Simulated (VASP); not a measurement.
# MgS (sol) (Fm-3m) in VASP: notebook

Runs on MgS (sol). Level: PBEsol. Tasks: single point, relaxation of cell and atoms.

All numbers are computed with VASP 6.6.1; they aren't measurements. Logs are shortened: lines on timing, memory, paths and dates and some standing lists are left out, and cuts for length are marked.

## 1. The cell of the first run

It takes space group Fm-3m (No. 225, cubic). Conventional cell: a = 5.200 Å, b = 5.200 Å, c = 5.200 Å, α = 90.00°, β = 90.00°, γ = 90.00°. Mg (site symmetry m-3m) has 6 S at 2.60 Å within 3.4 Å. Within 3.4 Å of S (site symmetry m-3m) lie 6 Mg at 2.60 Å.

## 2. Single point, PBEsol

Input file INCAR:

```
ALGO = Normal ; EDIFF = 1E-6
ENCUT = 520 ; GGA = PS
ISIF = 2 ; ISMEAR = 0
LASPH = True ; LCHARG = False
LREAL = False ; LWAVE = False
NBANDS = 11 ; NELM = 60
PREC = Accurate ; SIGMA = 0.1
```

Input file KPOINTS:

```
k-points
0
Gamma
  6 6 6
```

Input file POSCAR:

```
MgS
1.0
    0.0000000000      2.6000000000      2.6000000000
    2.6000000000      0.0000000000      2.6000000000
    2.6000000000      2.6000000000      0.0000000000
Mg S
1 1
Direct
    0.0000000000      0.0000000000      0.0000000000
    0.5000000000      0.5000000000      0.5000000000
```

Potentials or basis: VASP PAW PBE potentials, release 64 (Mg, S).

Started as:

```bash
cat potpaw_PBE.64/Mg/POTCAR potpaw_PBE.64/S/POTCAR > POTCAR
mpirun -np 1 vasp_std > vasp.out
```

OUTCAR:

```text
EDIFF = 1E-6
   ENCUT = 520
   GGA = PS
   ISIF = 2
   ISMEAR = 0
   LASPH = True
   LREAL = False
   NELM = 60
   PREC = Accurate

 ion  position               nearest neighbor table
   1  0.000  0.000  0.000-   2 2.60   2 2.60   2 2.60   2 2.60   2 2.60   2 2.60
   2  0.500  0.500  0.500-   1 2.60   1 2.60   1 2.60   1 2.60   1 2.60   1 2.60

  LATTYP: Found a face centered cubic cell.
 ALAT       =     5.2000000000

  Lattice vectors:

 A1 = (   0.0000000000,   2.6000000000,   2.6000000000)
 A2 = (   2.6000000000,   0.0000000000,   2.6000000000)
 A3 = (   2.6000000000,   2.6000000000,   0.0000000000)

Analysis of symmetry for initial positions (statically):
=====================================================================
 Subroutine PRICEL returns:
 Original cell was already a primitive cell.

 Routine SETGRP: Setting up the symmetry group for a
 face centered cubic supercell.

 Subroutine GETGRP returns: Found 48 space group operations
 (whereof 48 operations were pure point group operations)
 out of a pool of 48 trial point group operations.

The static configuration has the point symmetry O_h .

Analysis of symmetry for dynamics (positions and initial velocities):
=====================================================================
 Subroutine PRICEL returns:
 Original cell was already a primitive cell.

 Routine SETGRP: Setting up the symmetry group for a
 face centered cubic supercell.

 Subroutine GETGRP returns: Found 48 space group operations
 (whereof 48 operations were pure point group operations)
 out of a pool of 48 trial point group operations.

The dynamic configuration has the point symmetry O_h .

 Subroutine INISYM returns: Found 48 space group operations
 (whereof 48 operations are pure point group operations),
 and found     1 'primitive' translations

----------------------------------------------------------------------------------------

                                     Primitive cell

  volume of cell :      35.1520

  direct lattice vectors                    reciprocal lattice vectors
     0.000000000  2.600000000  2.600000000    -0.192307692  0.192307692  0.192307692
     2.600000000  0.000000000  2.600000000     0.192307692 -0.192307692  0.192307692
     2.600000000  2.600000000  0.000000000     0.192307692  0.192307692 -0.192307692

  length of vectors
     3.676955262  3.676955262  3.676955262     0.333086694  0.333086694  0.333086694

  position of ions in fractional coordinates (direct lattice)
     0.000000000  0.000000000  0.000000000
     0.500000000  0.500000000  0.500000000
[... 76 lines left out ...]
   POTIM  = 0.5000    time-step for ionic-motion
   TEBEG  =    0.0;   TEEND  =   0.0 temperature during run
   PSTRESS=    0.0 pullay stress
   NELECT =       8.0000    total number of electrons
   NUPDOWN=      -1.0000    fix difference up-down
   EMIN   =  10.00;   EMAX   =-10.00  energy-range for DOS
   EFERMI =   0.00;   METHOD = LEGACY
   ISMEAR =     0;   SIGMA  =   0.10  broadening in eV -4-tet -1-fermi 0-gaus
   EFERMI_NEDOS =   21; number of points for ismear=-14 and -15
   IALGO  =     38    algorithm
   IMIX   =      4    mixing-type and parameters
     AMIX     =   0.40;   BMIX     =  1.00
     AMIX_MAG =   1.60;   BMIX_MAG =  1.00
  volume/ion in A,a.u.               =      17.58       118.61
  Fermi-wavevector in a.u.,A,eV,Ry     =   0.999512  1.888804 13.592558  0.999025
  Thomas-Fermi vector in A             =   2.131807
   LORBIT       =      0    0 simple, 1 ext, 2 COOP (PROOUT), +10 PAW based schemes
   GGA     = PS    functional components
   LHFCALC =     F    Hartree Fock is set to
   AEXX    =    0.0000 exact exchange contribution
   IVDW    =     0    specifies the selected vdW correction
   LEPSILON=     F    determine dielectric tensor
   LRPA    =     F    only Hartree local field effects (RPA)
 non-spin polarized calculation
 Gauss-broadening in eV      SIGMA  =   0.10
  energy-cutoff  :      520.00
  volume of cell :       35.15
 maximum number of plane-waves:       960
   NGX = 13   NGY = 13   NGZ = 13

 number of electron       8.0000000 magnetization

 Free energy of the ion-electron system (eV)
  ---------------------------------------------------
  ext. energy  EPLUGINS =         0.00000000
  ---------------------------------------------------
  free energy    TOTEN  =        -9.07080139 eV

  energy without entropy =       -9.07080139  energy(sigma->0) =       -9.07080139

 E-fermi :   4.1451     XC(G=0):  -9.8439

 val. band max:        3.6951515194   @ k =   0.0000   0.0000   0.0000
 cond. band min:       6.4007146866   @ k =   0.5000   0.5000   0.0000
 fundamental gap:      2.7055631672
 Fermi energy:         4.1451127368

 k-point     1 :       0.0000    0.0000    0.0000
  band No.  band energies     occupation
      1      -8.9992      2.00000
      2       3.6952      2.00000
      3       3.6952      2.00000
      4       3.6952      2.00000
      5       7.3017      0.00000
      6      11.5461      0.00000
      7      11.5461      0.00000
      8      11.5461      0.00000
      9      14.0069      0.00000
     10      14.0069      0.00000
     11      15.9934      0.00000
[... 197 lines left out ...]
 k-point    16 :      -0.3333    0.5000    0.1667
  band No.  band energies     occupation
      1      -7.2535      2.00000
      2      -0.1288      2.00000
      3       1.0611      2.00000
      4       1.4417      2.00000
      5       8.0547      0.00000
      6       9.7883      0.00000
      7      12.7866      0.00000
      8      13.3953      0.00000
      9      17.4011      0.00000
     10      18.6461      0.00000
     11      19.1172      0.00000

------------------------ aborting loop because EDIFF is reached ----------------------------------------

  FORCE on cell =-STRESS in cart. coord.  units (eV):
  Direction    XX          YY          ZZ          XY          YZ          ZX
  --------------------------------------------------------------------------------------
  -------------------------------------------------------------------------------------
  Total       -0.2160542     -0.2160542     -0.2160542      0.0000000      0.0000000      0.0000000
  in kB       -9.8474370     -9.8474370     -9.8474370      0.0000000      0.0000000      0.0000000
  external PRESSURE =      -9.8474370 kB  Pullay stress =       0.0000000 kB

 VOLUME and BASIS-vectors are now :
 -----------------------------------------------------------------------------
  energy-cutoff  :      520.00
  volume of cell :       35.15
      direct lattice vectors                 reciprocal lattice vectors
     0.000000000  2.600000000  2.600000000    -0.192307692  0.192307692  0.192307692
     2.600000000  0.000000000  2.600000000     0.192307692 -0.192307692  0.192307692
     2.600000000  2.600000000  0.000000000     0.192307692  0.192307692 -0.192307692

 POSITION                                       TOTAL-FORCE (eV/Angst)
 -----------------------------------------------------------------------------------
      0.00000      0.00000      0.00000         0.000000      0.000000      0.000000
      2.60000      2.60000      2.60000         0.000000      0.000000      0.000000
 -----------------------------------------------------------------------------------
    total drift:                                0.000000      0.000000      0.000000

  FREE ENERGIE OF THE ION-ELECTRON SYSTEM (eV)
  ---------------------------------------------------
  free  energy   TOTEN  =        -9.0708013855 eV

  energy  without entropy=       -9.0708013855  energy(sigma->0) =       -9.07080139
```

Wall time 3.2 s (1 thread of Intel Xeon 6975P-C (Granite Rapids), shared host); peak memory 0.15 GiB.

What came out:

```yaml
Free_energy: -9.0708 eV
Pressure: -1.0 GPa
Band_gap_on_the_k_mesh: 2.71 eV, indirect (least direct gap 3.61 eV)
```

Levels at points of the mesh, in eV from the valence-band top:
```csv
k point,band 2,band 3,band 4,band 5,band 6,band 7
"(0.00, 0.00, 0.00)",0.00,0.00,0.00,3.61,7.85,7.85
"(0.50, 0.00, 0.00)",-4.91,-0.60,-0.60,4.40,6.83,6.83
"(0.50, 0.50, 0.00)",-4.27,-1.71,-1.71,2.71,4.24,11.89
```

Caveat: the PAW data sets were made with another functional, which shifts forces and pressure a little.

## 3. Single point, PBEsol

This run uses another cell than the first one, of 17.40 Å³/atom, 0.990 times its volume.

Input file INCAR:

```
SYSTEM = MgS
PREC = Accurate ; ENCUT = 520
EDIFF = 1E-7 ; ISMEAR = 0
SIGMA = 0.02 ; LREAL = .FALSE.
LASPH = .TRUE. ; NELM = 100
ALGO = Normal ; ISIF = 2
LWAVE = .FALSE. ; LCHARG = .FALSE.
GGA = PS ; NBANDS = 11
```

Input file KPOINTS:

```
Automatic mesh
0
G
  6 6 6
  0 0 0
```

Input file POSCAR:

```
MgS
1.0
    0.0000000000      2.5912100399      2.5912100399
    2.5912100399      0.0000000000      2.5912100399
    2.5912100399      2.5912100399      0.0000000000
Mg S
1 1
Direct
    0.0000000000      0.0000000000      0.0000000000
    0.5000000000      0.5000000000      0.5000000000
```

Potentials or basis: VASP PAW PBE potentials, release 64 (Mg, S).

Started as:

```bash
cat potpaw_PBE.64/Mg/POTCAR potpaw_PBE.64/S/POTCAR > POTCAR
mpirun -np 1 vasp_std > vasp.out
```

Wall time 3.6 s (1 thread of Intel Xeon 6975P-C (Granite Rapids), shared host); peak memory 0.15 GiB.

It converged, with:

```yaml
Free_energy: -9.0720 eV
Pressure: -0.2 GPa
Band_gap_on_the_k_mesh: 2.73 eV, indirect (least direct gap 3.69 eV)
```

Levels at points of the mesh, in eV from the valence-band top:
```csv
k point,band 1,band 2,band 3,band 4,band 5,band 6,band 7,band 8
"(0.00, 0.00, 0.00)",-12.75,0.00,0.00,0.00,3.69,7.84,7.84,7.84
"(0.50, 0.00, 0.00)",-11.40,-4.96,-0.61,-0.61,4.42,6.84,6.84,10.20
"(0.50, 0.50, 0.00)",-11.01,-4.33,-1.74,-1.74,2.73,4.20,11.99,12.85
```

Caveat: the PAW data sets were made with another functional, which shifts forces and pressure a little.

## 4. Single point, PBEsol

This run uses another cell than the first one, of 17.40 Å³/atom, 0.990 times its volume.

Input file INCAR:

```
PREC = Accurate ; ENCUT = 520
EDIFF = 1E-6 ; ISMEAR = 0
SIGMA = 0.01 ; LREAL = F
LASPH = T ; NELM = 80
ALGO = Normal ; ISIF = 2
LWAVE = F ; LCHARG = F
GGA = PS ; NBANDS = 11
```

Input file KPOINTS:

```
Automatic mesh
0
Gamma
  6 6 6
```

POSCAR is that of step 3.

Started as:

```bash
cat potpaw_PBE.64/Mg/POTCAR potpaw_PBE.64/S/POTCAR > POTCAR
mpirun -np 1 vasp_std > vasp.out
```

Run time: 3.2 s. Hardware: 1 thread of Intel Xeon 6975P-C (Granite Rapids), shared host; peak memory 0.15 GiB.

The run converged. Its results:

- Free energy: -9.0720 eV
- Pressure: -0.2 GPa
- Band gap on the k mesh: 2.73 eV, indirect (least direct gap 3.69 eV)

Levels at points of the mesh, in eV from the valence-band top:
| k point | band 2 | band 3 | band 4 | band 5 | band 6 | band 7 |
| --- | --- | --- | --- | --- | --- | --- |
| (0.00, 0.00, 0.00) | 0.00 | 0.00 | 0.00 | 3.69 | 7.84 | 7.84 |
| (0.50, 0.00, 0.00) | -4.96 | -0.61 | -0.61 | 4.42 | 6.84 | 6.84 |
| (0.50, 0.50, 0.00) | -4.33 | -1.74 | -1.74 | 2.73 | 4.20 | 11.99 |

Caveat: the PAW data sets were made with another functional, which shifts forces and pressure a little.

## 5. Relaxation of cell and atoms, PBEsol

Input file INCAR:

```
  ALGO = Normal
  EDIFF = 1E-7
  EDIFFG = -0.002
  ENCUT = 600
  GGA = PS
  IBRION = 2
  ISIF = 3
  ISMEAR = 0
  LASPH = T
  LCHARG = F
  LREAL = F
  LWAVE = F
  NELM = 60
  NSW = 100
  PREC = Accurate
  SIGMA = 0.02
```

Input file KPOINTS:

```
k-points
0
Gamma
  6 6 6
```

Input file POSCAR:

```
MgS
1.0
    0.0000000000      2.6000000000      2.6000000000
    2.6000000000      0.0000000000      2.6000000000
    2.6000000000      2.6000000000      0.0000000000
Mg S
1 1
Direct
    0.0000000000      0.0000000000      0.0000000000
    0.5000000000      0.5000000000      0.5000000000
```

Started as:

```bash
cat potpaw_PBE.64/Mg/POTCAR potpaw_PBE.64/S/POTCAR > POTCAR
mpirun -np 1 vasp_std > vasp.out
```

Run time: 8.2 s. Hardware: 1 thread of Intel Xeon 6975P-C (Granite Rapids), shared host; peak memory 0.16 GiB.

Results (log left out):

* Free energy: -9.0725 eV
* Relaxed volume: 17.36 Å³/atom
* Relaxed cell: a = 3.662 Å, b = 3.662 Å, c = 3.662 Å, α = 60.00°, β = 60.00°, γ = 60.00°
* Space group after relaxing (to 0.05 Å): Fm-3m (No. 225)
* Energy gained by relaxing: 0.6 meV/atom
* Ionic steps: 3
* Pressure after relaxing: 0.0 GPa
* Band gap on the k mesh: 2.73 eV, indirect (least direct gap 3.70 eV)

The path:
```csv
step,energy change (eV),largest force (eV/Å),pressure (GPa),volume (Å³)
1,0.0000,0.0000,-0.94,35.15
2,-0.0012,0.0000,0.22,34.63
3,-0.0013,0.0000,0.00,34.72
```

Final structure:
```
Mg S
1.0
     0.00000    2.58942    2.58942
     2.58942    0.00000    2.58942
     2.58942    2.58942    0.00000
Mg S
1 1
Direct
  0.00000 0.00000 0.00000
  0.50000 0.50000 0.50000
```

Levels at points of the mesh, in eV from the valence-band top:
| k point | band 2 | band 3 | band 4 | band 5 | band 6 | band 7 |
| --- | --- | --- | --- | --- | --- | --- |
| (0.00, 0.00, 0.00) | 0.00 | 0.00 | 0.00 | 3.70 | 7.84 | 7.84 |
| (0.50, 0.00, 0.00) | -4.97 | -0.62 | -0.62 | 4.42 | 6.84 | 6.84 |
| (0.50, 0.50, 0.00) | -4.34 | -1.74 | -1.74 | 2.73 | 4.20 | 12.01 |

Caveat: the PAW data sets were made with another functional, which shifts forces and pressure a little.

## 6. The runs side by side

| task | cell | cutoff (eV) | smearing | gap on the mesh (eV) | pressure (GPa) |
| --- | --- | --- | --- | --- | --- |
| single point | a = 3.677 Å, angles 60.0°, 2 atoms | 520 | gaussian 0.1 eV | 2.71 | -1.0 |
| single point | a = 3.665 Å, angles 60.0°, 2 atoms | 520 | gaussian 0.02 eV | 2.73 | -0.2 |
| single point | a = 3.665 Å, angles 60.0°, 2 atoms | 520 | gaussian 0.01 eV | 2.73 | -0.2 |
| relaxation of cell and atoms | relaxed from a = 3.677 Å, angles 60.0°, 2 atoms | 600 | gaussian 0.02 eV | 2.73 | 0.0 |

Alike in all rows: level PBEsol; potentials or basis VASP PAW PBE potentials, release 64 (Mg, S); no spin polarisation; k mesh 6 × 6 × 6.

Caveats: the PAW data sets were made with another functional, which shifts forces and pressure a little.

Absolute energies hang on the potentials; compare differences alone.
